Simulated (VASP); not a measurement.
Set up this calculation in VASP 6.6.1, as the native input.

```
Task                   : relaxation of cell and atoms
Functional             : PBE
Potentials or basis    : VASP PAW PBE potentials, release 64 (Al, H)
Cutoff                 : 600 eV
k mesh                 : 6 × 6 × 6
Occupations            : gaussian, width 0.1 eV
Spin                   : no spin polarisation
Dipole correction      : no
Further INCAR settings : ALGO = Normal; EDIFF = 1e-07; IBRION = 2; EDIFFG = -0.04; NSW = 90; ISIF = 3
```

The structure of AlH4 lies in POSCAR:

```
AlH4
1.0
    3.3908991097      0.0000000000      0.0000000000
    0.0000000000      3.3908991097      0.0000000000
    0.0000000000      0.0000000000      3.3908991097
Al H
1 4
Direct
    0.0000000000      0.0000000000      0.0000000000
    0.5000000000      0.0000000000      0.0000000000
    0.0000000000      0.5000000000      0.0000000000
    0.0000000000      0.0000000000      0.5000000000
    0.5000000000      0.5000000000      0.5000000000
```

The cell was built from a structure type or drawn by symmetry, and may not be a known phase.

These files were run (other wordings do the same):

INCAR

```
PREC = Accurate
ENCUT = 600
EDIFF = 1E-7
ISMEAR = 0
SIGMA = 0.1
LREAL = False
LASPH = True
NELM = 80
ALGO = Normal
ISIF = 3
LWAVE = False
LCHARG = False
GGA = PE
IBRION = 2
NSW = 90
EDIFFG = -0.04
```

KPOINTS

```
regular mesh
0
Gamma
  6 6 6
```

Potentials or basis: VASP PAW PBE potentials, release 64 (Al, H).

The run is started by

```bash
$ cat potpaw_PBE.64/Al/POTCAR potpaw_PBE.64/H/POTCAR > POTCAR
$ mpirun -np 1 vasp_std > vasp.out
```

Results of the run:

```
Pressure after relaxing : -0.5 GPa
Band gap on the k mesh  : zero (an odd number of electrons rules out a gap without spin polarisation)
```

Caveat: the relaxation stopped at its first step, so nothing moved.

Wall time 15 s on 1 thread of Intel Xeon 8259CL (shared host), peak memory 0.14 GiB.
